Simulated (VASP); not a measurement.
Input of a VASP 6.6.1 run:

File INCAR:

```
SYSTEM = Ta16H
ALGO = Normal
EDIFF = 1E-6
ENCUT = 520
GGA = PE
ISIF = 2
ISMEAR = -1
LASPH = .True.
LCHARG = .False.
LREAL = Auto
LWAVE = .False.
NBANDS = 102
NELM = 80
PREC = Accurate
SIGMA = 0.05
```

KPOINTS

```
k-points
0
Gamma
  2 2 2
  0 0 0
```

POSCAR

```
Ta16H
1.0
    6.6200000000      0.0000000000      0.0000000000
    0.0000000000      6.6200000000      0.0000000000
    0.0000000000      0.0000000000      6.6200000000
Ta H
16 1
Direct
   -0.0180060423      0.0027190332     -0.0018277946
    0.4924169184     -0.0037160121      0.0045921450
    0.0082930514      0.4992598187     -0.0010120846
    0.0051963746      0.0015558912      0.4879456193
    0.2729909366      0.2595015106      0.2589274924
    0.4966163142      0.4949848943      0.0079909366
    0.5007552870      0.0084592145      0.4990181269
    0.7359667674      0.2497885196      0.2576586103
    0.0048187311      0.5000151057      0.5140483384
    0.2483987915      0.7336404834      0.2528549849
    0.2557854985      0.2650151057      0.7467673716
    0.4949093656      0.4954984894      0.4947583082
    0.7510876133      0.7537915408      0.2447280967
    0.7486706949      0.2558761329      0.7404078550
    0.2588368580      0.7372507553      0.7352265861
    0.7427039275      0.7377341390      0.7522507553
    0.7305438066      0.1354078550     -0.0018277946
```

Potentials or basis: VASP PAW PBE potentials, release 64 (Ta_pv, H).

The run is started by

```bash
$ cat potpaw_PBE.64/Ta_pv/POTCAR potpaw_PBE.64/H/POTCAR > POTCAR
$ mpirun -np 1 vasp_std > vasp.out
```

(1) Predict the largest force.

(2) Estimate the pressure.

## Answers

(1) 3.083 eV/Å.

(2) 3.3 GPa.

Caveat: the k points lie up to 0.47 Å⁻¹ apart.
